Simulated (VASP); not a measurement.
## Ta: electric field gradients with PBEsol

Crystal: Ta.

```xyz
1
Lattice="-1.6730 1.6730 1.6730 1.6730 -1.6730 1.6730 1.6730 1.6730 -1.6730" Properties=species:S:1:pos:R:3 pbc="T T T"
Ta    0.0000    0.0000    0.0000
```

This cell differs from its parent crystal: volume scaled by 1.04.

```json
{"Program": "VASP 6.6.1", "Task": "electric field gradients", "Functional": "PBEsol", "Potentials or basis": "VASP PAW PBE potentials, release 64 (Ta_pv)", "Cutoff": "520 eV", "k mesh": "17 × 17 × 17", "Occupations": "fermi-dirac, width 0.08 eV", "Spin": "no spin polarisation", "Dipole correction": "no", "Further INCAR settings": "ALGO = Normal; EDIFF = 1e-08; NBANDS = 12"}
```

```json
{
 "Pressure": "-10.7 GPa"
}
```

Levels at points of the mesh, in eV from the Fermi level:
| k point | band 4 | band 5 | band 6 | band 7 | band 8 | band 9 |
| --- | --- | --- | --- | --- | --- | --- |
| (0.00, 0.00, 0.00) | -7.78 | 0.71 | 0.71 | 0.71 | 3.84 | 3.84 |

Wall time 47 s on 1 thread of AMD EPYC 7R13, on a shared host, peak memory 0.14 GiB.

Caveat: without QUAD_EFG the Cq values of the log hold for a quadrupole moment of 1 mb, not for the nuclei; the PAW data sets were made with another functional, which shifts forces and pressure a little; spin-orbit coupling is left out, which moves the levels of the heavy elements.
